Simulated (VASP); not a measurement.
A run of VASP 6.6.1 is set up as follows.

Contents of INCAR:

```
SYSTEM = Te
  ALGO = Normal
  EDIFF = 1E-6
  ENCUT = 520
  GGA = PS
  ISIF = 2
  ISMEAR = 0
  LASPH = .True.
  LCHARG = .False.
  LREAL = .False.
  LWAVE = .False.
  NBANDS = 13
  NELM = 100
  PREC = Accurate
  SIGMA = 0.1
```

The input KPOINTS:

```
k-points
0
Gamma
  8 8 8
  0 0 0
```

File POSCAR:

```
Te
1.0
   -2.9577900000      3.8759700000      1.5351500000
    2.9577900000     -3.8759700000      1.5351500000
    2.9577900000      3.8759700000     -1.5351500000
Te
2
Direct
    0.9990700000      0.2490700000      0.7500000000
    0.0009300000      0.7509300000      0.2500000000
```

Potentials or basis: VASP PAW PBE potentials, release 64 (Te).

Launch:

```sh
$ cat potpaw_PBE.64/Te/POTCAR > POTCAR
$ mpirun -np 1 vasp_std > vasp.out
```

**Question.** Predict the pressure.

**Answer.** -1.2 GPa.

**Question.** What does it give for the band gap on the k mesh?

**Answer.** Zero (bands 6 and 7 overlap by 3.66 eV).

Stress tensor (GPa, compression positive):
```
 1.62  0.00  0.00
 0.00 -2.06  0.00
 0.00  0.00 -3.14
```

Caveat: the PAW data sets were made with another functional, which shifts forces and pressure a little; spin-orbit coupling is left out, which moves the levels of the heavy elements.
